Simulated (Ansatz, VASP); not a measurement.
## CuO in VASP and in Ansatz

```
CELL_PARAMETERS angstrom
2.34185 -1.71130 0.00000
2.34185 1.71130 0.00000
-0.85003 0.00000 5.05787
ATOMIC_POSITIONS crystal
Cu 0.50000 0.00000 0.50000
Cu 0.00000 0.50000 0.00000
O 0.41840 0.58160 0.75000
O 0.58160 0.41840 0.25000
```

Alike in both runs: functional LDA; k mesh 10 × 10 × 5; occupations fermi-dirac, width 0.05 eV; no spin polarisation; Hubbard terms Cu d U = 5.3 eV.

|  | VASP | Ansatz |
| --- | --- | --- |
| version | VASP 6.6.1 | Ansatz 0.2.0 |
| potentials or method | VASP PAW LDA potentials, release 64 (Cu, O) | Ansatz PAW |
| plane-wave cutoff (eV) | 520 | 420 |
| valence electrons in the cell | 34 | 50 |
| task | single point | band structure |

```tsv
	VASP	Ansatz	Ansatz less VASP
gap on the k mesh at the Fermi level (eV)	none	none	-
pressure (GPa)	-12.9	-6.9	+6.04
traceless stress, the component that is largest in VASP (GPa)	3.79	2.75	-1.038
rms of the force components (eV/Å)	0.158	0.138	-0.0197
```

LDA's correlation is that of Perdew and Zunger in VASP and of Perdew and Wang (1992) in Ansatz. The programs project onto different local orbitals, so the same U acts differently, and such runs can settle in different states. Atom by atom the forces differ by 0.020 eV/Å (rms over components). A gap of «none» marks a metal or a gap that the smearing closes. VASP's potentials hold 34 valence electrons a cell and Ansatz's 50, so a difference there can come from the potentials and not from the codes.
